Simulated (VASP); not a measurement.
# Ir: single point with PBE

Ir:

```
Ir
1.0
     0.00000    1.91560    1.91560
     1.93476    0.00000    1.91560
     1.93476    1.91560    0.00000
Ir
1
Direct
  0.00000 0.00000 0.00000
```

- Program: VASP 6.6.1
- Task: single point
- Functional: PBE
- Potentials or basis: VASP PAW PBE potentials, release 64 (Ir)
- Cutoff: 520 eV
- k mesh: 12 × 12 × 12
- Occupations: fermi-dirac, width 0.05 eV
- Spin: no spin polarisation

The pressure is 7.8 GPa.

Stress tensor (GPa, compression positive):
```
5.20 0.00 0.00
0.00 9.16 0.00
0.00 0.00 9.16
```

Levels at points of the mesh, in eV from the Fermi level:
| k point | band 1 | band 2 | band 3 | band 4 | band 5 | band 6 | band 7 | band 8 | band 9 |
| --- | --- | --- | --- | --- | --- | --- | --- | --- | --- |
| (0.00, 0.00, 0.00) | -11.11 | -3.98 | -3.85 | -3.85 | -1.31 | -1.14 | 14.31 | 19.66 | 19.98 |
| (0.50, 0.00, 0.00) | -8.09 | -4.07 | -3.93 | -0.78 | 0.82 | 0.89 | 7.20 | 13.85 | 19.65 |
| (0.50, 0.50, 0.00) | -7.90 | -7.33 | 0.82 | 1.37 | 1.51 | 1.74 | 10.52 | 11.55 | 11.66 |
| (0.00, 0.50, 0.50) | -7.91 | -7.32 | 0.84 | 1.43 | 1.43 | 1.53 | 10.25 | 11.79 | 11.79 |

It took 16 s on 1 thread of Intel(R) Xeon(R) Platinum 8259CL CPU @ 2.50GHz (Skylake/Cascade Lake) (shared host), peak memory 0.14 GiB.

Caveat: spin-orbit coupling is left out, which moves the levels of the heavy elements.
